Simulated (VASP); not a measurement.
# Sb (R-3m) in VASP: a series of runs

Sb is run at these levels: PBE-based screened hybrid with 40 % exact exchange, PBE-based screened hybrid with 50 % exact exchange, B3LYP, r2SCAN0, r2SCANh; tasks: single point.

Everything below comes from runs of VASP 6.6.1. Logs are shortened: lines on timing, memory, paths and dates and some standing lists are left out, and cuts for length are marked.

### 1 The cell of the first run

It takes space group R-3m (No. 166, trigonal). Conventional cell: a = 4.308 Å, b = 4.308 Å, c = 11.274 Å, α = 90.00°, β = 90.00°, γ = 120.00°. Within 3.8 Å of Sb (site symmetry 3m) lie 6 Sb at 2.91 to 3.35 Å.

### 2 Single point, PBE-based screened hybrid with 40 % exact exchange

Contents of POSCAR:

```
Sb
1.0
    2.1542000000      1.2437279499      3.7580000000
   -2.1542000000      1.2437279499      3.7580000000
    0.0000000000     -2.4874558998      3.7580000000
Sb
2
Direct
    0.7665100000      0.7665100000      0.7665100000
    0.2334900000      0.2334900000      0.2334900000
```

Contents of INCAR.step1:

```
ALGO = Normal ; EDIFF = 1E-5
ENCUT = 520 ; GGA = PE
ISIF = 2 ; ISMEAR = -1
LASPH = True ; LREAL = False
LWAVE = True ; NBANDS = 12
NELM = 100 ; PREC = Accurate
SIGMA = 0.05
```

Contents of INCAR.step2:

```
AEXX = 0.4 ; ALGO = Normal
EDIFF = 1E-6 ; ENCUT = 520
GGA = PE ; HFSCREEN = 0.2
ISIF = 2 ; ISMEAR = -1
ISTART = 1 ; LASPH = True
LCHARG = True ; LELF = True
LHFCALC = True ; LREAL = False
LVHAR = True ; LWAVE = False
NBANDS = 12 ; NELM = 100
PREC = Accurate ; PRECFOCK = Normal
SIGMA = 0.05
```

Contents of KPOINTS:

```
k-points
0
Gamma
  4 4 4
```

Potentials or basis: VASP PAW PBE potentials, release 64 (Sb).

Started as:

```sh
$ cat potpaw_PBE.64/Sb/POTCAR > POTCAR
$ cp INCAR.step1 INCAR
$ mpirun -np 1 vasp_std > vasp.out
$ cp INCAR.step2 INCAR
$ mpirun -np 1 vasp_std > vasp.out
```

OUTCAR:

```text
AEXX = 0.4
   EDIFF = 1E-6
   ENCUT = 520
   GGA = PE
   HFSCREEN = 0.2
   ISIF = 2
   ISMEAR = -1
   ISTART = 1
   LASPH = True
   LHFCALC = True
   LREAL = False
   NELM = 100
   PREC = Accurate
   PRECFOCK = Normal

 ion  position               nearest neighbor table
   1  0.767  0.767  0.767-   2 2.91   2 2.91   2 2.91   2 3.35   2 3.35   2 3.35
   2  0.233  0.233  0.233-   1 2.91   1 2.91   1 2.91   1 3.35   1 3.35   1 3.35

  LATTYP: Found a trigonal (rhomboedric) cell.
 ALAT       =     4.5066618304
 COS(alpha) =     0.5430253624

  Lattice vectors:

 A1 = (   2.1542000000,   1.2437279499,   3.7580000000)
 A2 = (  -2.1542000000,   1.2437279499,   3.7580000000)
 A3 = (   0.0000000000,  -2.4874558998,   3.7580000000)

Analysis of symmetry for initial positions (statically):
=====================================================================
 Subroutine PRICEL returns:
 Original cell was already a primitive cell.

 Routine SETGRP: Setting up the symmetry group for a
 trigonal (rhombohedral) supercell.

 Subroutine GETGRP returns: Found 12 space group operations
 (whereof 12 operations were pure point group operations)
 out of a pool of 12 trial point group operations.

The static configuration has the point symmetry D_3d.

Analysis of symmetry for dynamics (positions and initial velocities):
=====================================================================
 Subroutine PRICEL returns:
 Original cell was already a primitive cell.

 Routine SETGRP: Setting up the symmetry group for a
 trigonal (rhombohedral) supercell.

 Subroutine GETGRP returns: Found 12 space group operations
 (whereof 12 operations were pure point group operations)
 out of a pool of 12 trial point group operations.

The dynamic configuration has the point symmetry D_3d.

 Subroutine INISYM returns: Found 12 space group operations
 (whereof 12 operations are pure point group operations),
 and found     1 'primitive' translations

----------------------------------------------------------------------------------------

                                     Primitive cell

  volume of cell :      60.4115

  direct lattice vectors                    reciprocal lattice vectors
     2.154200000  1.243727950  3.758000000     0.232104726  0.134005726  0.088699663
    -2.154200000  1.243727950  3.758000000    -0.232104726  0.134005726  0.088699663
     0.000000000 -2.487455900  3.758000000     0.000000000 -0.268011452  0.088699663

  length of vectors
     4.506661830  4.506661830  4.506661830     0.282307932  0.282307932  0.282307932

  position of ions in fractional coordinates (direct lattice)
     0.766510000  0.766510000  0.766510000
     0.233490000  0.233490000  0.233490000

  ion indices of the primitive-cell ions
   primitive index   ion index
                 1           1
                 2           2

----------------------------------------------------------------------------------------

 KPOINTS: k-points

Automatic generation of k-mesh.
 Grid dimensions read from file:
 generate k-points for:    4    4    4

 Generating k-lattice:

  Cartesian coordinates                     Fractional coordinates (reciprocal lattice)
     0.058026181  0.033501431  0.022174916     0.250000000  0.000000000  0.000000000
    -0.058026181  0.033501431  0.022174916     0.000000000  0.250000000  0.000000000
     0.000000000 -0.067002863  0.022174916     0.000000000  0.000000000  0.250000000

  Length of vectors
     0.070576983  0.070576983  0.070576983

  Shift w.r.t. Gamma in fractional coordinates (k-lattice)
     0.000000000  0.000000000  0.000000000

 Subroutine IBZKPT returns following result:
 ===========================================

 Found     13 irreducible k-points:

 Following reciprocal coordinates:
            Coordinates               Weight
  0.000000  0.000000  0.000000      1.000000
  0.250000 -0.000000  0.000000      6.000000
  0.500000 -0.000000  0.000000      3.000000
  0.250000  0.250000  0.000000      6.000000
  0.500000  0.250000 -0.000000     12.000000
 -0.250000  0.250000  0.000000      6.000000
  0.500000  0.500000  0.000000      3.000000
  0.250000  0.250000  0.250000      2.000000
  0.500000  0.250000  0.250000      6.000000
 -0.250000  0.250000  0.250000      6.000000
  0.500000  0.500000  0.250000      6.000000
 -0.250000  0.500000  0.250000      6.000000
  0.500000  0.500000  0.500000      1.000000
   k-points           NKPTS =     13   k-points in BZ     NKDIM =     64   number of bands    NBANDS=     12
   number of dos      NEDOS =    301   number of ions     NIONS =      2
   total plane-waves  NPLWV =  46656
   dimension x,y,z NGX =    36 NGY =   36 NGZ =   36
   dimension x,y,z NGXF=    72 NGYF=   72 NGZF=   72
   ions per type =               2
   NGX,Y,Z   is equivalent  to a cutoff of  13.28, 13.28, 13.28 a.u.
   NGXF,Y,Z  is equivalent  to a cutoff of  26.56, 26.56, 26.56 a.u.
 SYSTEM =  unknown system
   PREC   = accura    normal or accurate (medium, high low for compatibility)
   ISTART =      1    job   : 0-new  1-cont  2-samecut
   ICHARG =      0    charge: 1-file 2-atom 10-const
   ISPIN  =      1    spin polarized calculation?
   LNONCOLLINEAR =      F non collinear calculations
   LSORBIT =      F    spin-orbit coupling
   LASPH  =      T    aspherical Exc in radial PAW
   ENCUT  =  520.0 eV  38.22 Ry    6.18 a.u.   8.38  8.38  8.38*2*pi/ulx,y,z
   NELM   =    100;   NELMIN=  2; NELMDL=  0     # of ELM steps
   EDIFF  = 0.1E-05   stopping-criterion for ELM
   LREAL  =      F    real-space projection
   EDIFFG = 0.1E-04   stopping-criterion for IOM
   NSW    =      0    number of steps for IOM
   IBRION =     -1    ionic relax: 0-MD 1-quasi-New 2-CG
   NFREE  =      0    steps in history (QN), initial steepest desc. (CG)
   ISIF   =      2    stress and relaxation
   ISYM   =      3    0-nonsym 1-usesym 2-fastsym
   POTIM  = 0.5000    time-step for ionic-motion
   TEBEG  =    0.0;   TEEND  =   0.0 temperature during run
   PSTRESS=    0.0 pullay stress
   NELECT =      10.0000    total number of electrons
   NUPDOWN=      -1.0000    fix difference up-down
   EMIN   =  10.00;   EMAX   =-10.00  energy-range for DOS
   EFERMI =   0.00;   METHOD = LEGACY
   ISMEAR =    -1;   SIGMA  =   0.05  broadening in eV -4-tet -1-fermi 0-gaus
   EFERMI_NEDOS =   21; number of points for ismear=-14 and -15
   IALGO  =     38    algorithm
   IMIX   =      1    mixing-type and parameters
     AMIX     =   0.40;   BMIX     =  1.00
     AMIX_MAG =   1.60;   BMIX_MAG =  1.00
  volume/ion in A,a.u.               =      30.21       203.84
  Fermi-wavevector in a.u.,A,eV,Ry     =   0.898880  1.698637 10.993305  0.807985
  Thomas-Fermi vector in A             =   2.021644
   LORBIT       =      0    0 simple, 1 ext, 2 COOP (PROOUT), +10 PAW based schemes
   GGA     = PE    functional components
   LHFCALC =     T    Hartree Fock is set to
   PRECFOCK=normal    Normal, Fast or Accurate (Low or Medium for compatibility)
   ENCUT4O =  -1.0   cutoff for four orbital integrals eV
   NKREDX  =     1    reduce k-point grid by
   NKREDY  =     1    reduce k-point grid by
   NKREDZ  =     1    reduce k-point grid by
   AEXX    =    0.4000 exact exchange contribution
   HFSCREEN=    0.2000 screening length (either q_TF or 0.3 A-1)
   HFSCREENC=   0.2000 screening length for correlation (either q_TF or 0.3 A-1)
   ENCUTFOCK=  -1.0 apply spherical cutoff to Coloumb kernel
   IVDW    =     0    specifies the selected vdW correction
   LEPSILON=     F    determine dielectric tensor
   LRPA    =     F    only Hartree local field effects (RPA)
 non-spin polarized calculation
  energy-cutoff  :      520.00
  volume of cell :       60.41
 maximum number of plane-waves:      1636
 NGX is ok and might be reduce to    36
  NGX = 28; NGY = 28; NGZ = 28

 number of electron      10.0000000 magnetization

 Free energy of the ion-electron system (eV)
  ---------------------------------------------------
  ext. energy  EPLUGINS =         0.00000000
  ---------------------------------------------------
  free energy    TOTEN  =       -11.89564854 eV

  energy without entropy =      -11.89496267  energy(sigma->0) =      -11.89530560

 E-fermi :   6.9357     XC(G=0):  -6.9891

 val. band max:        6.7855857516   @ k =   0.5000   0.5000   0.5000
 cond. band min:       7.1427221802   @ k =   0.5000  -0.0000   0.0000
 fundamental gap:      0.3571364286
 Fermi energy:         6.9356634555

 k-point     1 :       0.0000    0.0000    0.0000
  band No.  band energies     occupation
      1      -8.0136      2.00000
      2       1.6431      2.00000
      3       4.2664      2.00000
      4       4.5860      2.00000
      5       4.5860      2.00000
      6       9.6463      0.00000
      7      10.4190      0.00000
      8      10.4190      0.00000
      9      12.9092      0.00000
     10      12.9092      0.00000
     11      13.1036      0.00000
     12      14.6114      0.00000

 k-point     2 :       0.2500   -0.0000    0.0000
  band No.  band energies     occupation
      1      -7.2175      2.00000
      2      -1.2043      2.00000
      3       4.3700      2.00000
      4       4.4619      2.00000
      5       5.6886      2.00000
      6       8.6769      0.00000
      7       8.8769      0.00000
      8       8.9210      0.00000
      9      12.7634      0.00000
     10      13.3372      0.00000
     11      13.9095      0.00000
     12      17.9968      0.00000

 k-point     3 :       0.5000   -0.0000    0.0000
  band No.  band energies     occupation
      1      -5.2447      2.00000
      2      -4.4038      2.00000
      3       4.4064      2.00000
      4       4.5758      2.00000
      5       6.4365      1.99991
      6       7.1427      0.03131
      7       7.5603      0.00001
      8       7.7977      0.00000
      9      15.7189      0.00000
     10      16.2773      0.00000
     11      17.3251      0.00000
     12      17.3356      0.00000
[... 121 lines left out ...]
 k-point    12 :      -0.2500    0.5000    0.2500
  band No.  band energies     occupation
      1      -4.6528      2.00000
      2      -3.5606      2.00000
      3       0.9217      2.00000
      4       0.9310      2.00000
      5       5.9608      2.00000
      6       8.0961      0.00000
      7      12.4048      0.00000
      8      12.4121      0.00000
      9      14.2239      0.00000
     10      14.4193      0.00000
     11      18.4047      0.00000
     12      18.4718      0.00000

 k-point    13 :       0.5000    0.5000    0.5000
  band No.  band energies     occupation
      1      -6.2059      2.00000
      2      -3.6622      2.00000
      3       5.1400      2.00000
      4       5.1400      2.00000
      5       6.7856      1.90529
      6       7.3486      0.00052
      7       7.3486      0.00052
      8       8.2997      0.00000
      9      15.1183      0.00000
     10      16.7487      0.00000
     11      16.7487      0.00000
     12      17.3755      0.00000

------------------------ aborting loop because EDIFF is reached ----------------------------------------

  FORCE on cell =-STRESS in cart. coord.  units (eV):
  Direction    XX          YY          ZZ          XY          YZ          ZX
  --------------------------------------------------------------------------------------
  -------------------------------------------------------------------------------------
  Total       -1.0298417     -1.0298417     -1.0235964      0.0000000      0.0000000      0.0000000
  in kB      -27.3125113    -27.3125113    -27.1468773      0.0000000      0.0000000      0.0000000
  external PRESSURE =     -27.2573000 kB  Pullay stress =       0.0000000 kB

 VOLUME and BASIS-vectors are now :
 -----------------------------------------------------------------------------
  energy-cutoff  :      520.00
  volume of cell :       60.41
      direct lattice vectors                 reciprocal lattice vectors
     2.154200000  1.243727950  3.758000000     0.232104726  0.134005726  0.088699663
    -2.154200000  1.243727950  3.758000000    -0.232104726  0.134005726  0.088699663
     0.000000000 -2.487455900  3.758000000     0.000000000 -0.268011452  0.088699663

 POSITION                                       TOTAL-FORCE (eV/Angst)
 -----------------------------------------------------------------------------------
      0.00000      0.00000      8.64163         0.000000      0.000000      0.755810
      0.00000      0.00000      2.63237         0.000000     -0.000000     -0.755810
 -----------------------------------------------------------------------------------
    total drift:                               -0.000000     -0.000000      0.000000

  FREE ENERGIE OF THE ION-ELECTRON SYSTEM (eV)
  ---------------------------------------------------
  free  energy   TOTEN  =       -11.8956485390 eV

  energy  without entropy=      -11.8949626678  energy(sigma->0) =      -11.89530560
```

It took 6.5 min on 1 thread of AMD EPYC 7R13 (Zen 3), shared host; peak memory 0.28 GiB.

What came out:

| Quantity | Value |
| --- | --- |
| Free energy | -11.8956 eV |
| Pressure | -2.7 GPa |
| Largest force | 0.756 eV/Å |

Forces on the atoms (eV/Å):
```
Sb   0.000  0.000  0.756
Sb   0.000  0.000 -0.756
```

Levels at points of the mesh, in eV from the Fermi level:
| k point | band 1 | band 2 | band 3 | band 4 | band 5 | band 6 | band 7 | band 8 | band 9 | band 10 |
| --- | --- | --- | --- | --- | --- | --- | --- | --- | --- | --- |
| (0.00, 0.00, 0.00) | -14.95 | -5.29 | -2.67 | -2.35 | -2.35 | 2.71 | 3.48 | 3.48 | 5.97 | 5.97 |
| (0.50, 0.00, 0.00) | -12.18 | -11.34 | -2.53 | -2.36 | -0.50 | 0.21 | 0.62 | 0.86 | 8.78 | 9.34 |
| (0.50, 0.50, 0.00) | -12.13 | -9.32 | -6.54 | -4.65 | -4.51 | 2.07 | 6.08 | 6.69 | 8.37 | 9.73 |
| (0.50, 0.50, 0.50) | -13.14 | -10.60 | -1.80 | -1.80 | -0.15 | 0.41 | 0.41 | 1.36 | 8.18 | 9.81 |

Caveat: the k points lie up to 0.44 Å⁻¹ apart; the PAW data sets were made with another functional, which shifts forces and pressure a little; spin-orbit coupling is left out, which moves the levels of the heavy elements.

### 3 Single point, PBE-based screened hybrid with 50 % exact exchange

POSCAR is that of step 2.

Contents of INCAR.step1:

```
ALGO = Normal
EDIFF = 1E-5
ENCUT = 520
GGA = PE
ISIF = 2
ISMEAR = -1
LASPH = T
LREAL = F
LWAVE = T
NBANDS = 12
NELM = 80
PREC = Accurate
SIGMA = 0.05
```

Contents of INCAR.step2:

```
AEXX = 0.5
ALGO = Normal
EDIFF = 1E-6
ENCUT = 520
GGA = PE
HFSCREEN = 0.2
ISIF = 2
ISMEAR = -1
ISTART = 1
LASPH = T
LCHARG = T
LELF = T
LHFCALC = T
LREAL = F
LVHAR = T
LWAVE = F
NBANDS = 12
NELM = 80
PREC = Accurate
PRECFOCK = Normal
SIGMA = 0.05
```

KPOINTS is that of step 2.

Potentials or basis: VASP PAW PBE potentials, release 64 (Sb).

Started as:

```sh
$ cat potpaw_PBE.64/Sb/POTCAR > POTCAR
$ cp INCAR.step1 INCAR
$ mpirun -np 1 vasp_std > vasp.out
$ cp INCAR.step2 INCAR
$ mpirun -np 1 vasp_std > vasp.out
```

Run time: 9.5 min. Hardware: 1 thread of AMD EPYC 7R13 (Zen 3), shared host; peak memory 0.28 GiB.

Results (log left out):

- Free energy: -13.3932 eV
- Pressure: -4.8 GPa
- Largest force: 1.066 eV/Å

Forces on the atoms (eV/Å):
```
Sb   0.000  0.000  1.066
Sb   0.000  0.000 -1.066
```

Stress tensor (GPa, compression positive):
```
-5.03  0.00  0.00
 0.00 -5.03  0.00
 0.00  0.00 -4.48
```

Levels at points of the mesh, in eV from the Fermi level:
| k point | band 2 | band 3 | band 4 | band 5 | band 6 | band 7 | band 8 | band 9 |
| --- | --- | --- | --- | --- | --- | --- | --- | --- |
| (0.00, 0.00, 0.00) | -5.48 | -3.02 | -2.69 | -2.69 | 2.73 | 3.52 | 3.52 | 6.11 |
| (0.50, 0.00, 0.00) | -11.85 | -2.87 | -2.68 | -0.74 | 0.22 | 0.63 | 0.81 | 8.99 |
| (0.50, 0.50, 0.00) | -9.74 | -6.96 | -5.04 | -4.91 | 2.12 | 6.20 | 6.83 | 8.55 |
| (0.50, 0.50, 0.50) | -11.09 | -2.11 | -2.11 | -0.16 | 0.34 | 0.34 | 1.26 | 8.37 |

Caveat: the k points lie up to 0.44 Å⁻¹ apart; the PAW data sets were made with another functional, which shifts forces and pressure a little; spin-orbit coupling is left out, which moves the levels of the heavy elements.

(Continued in part 2 of 2.)
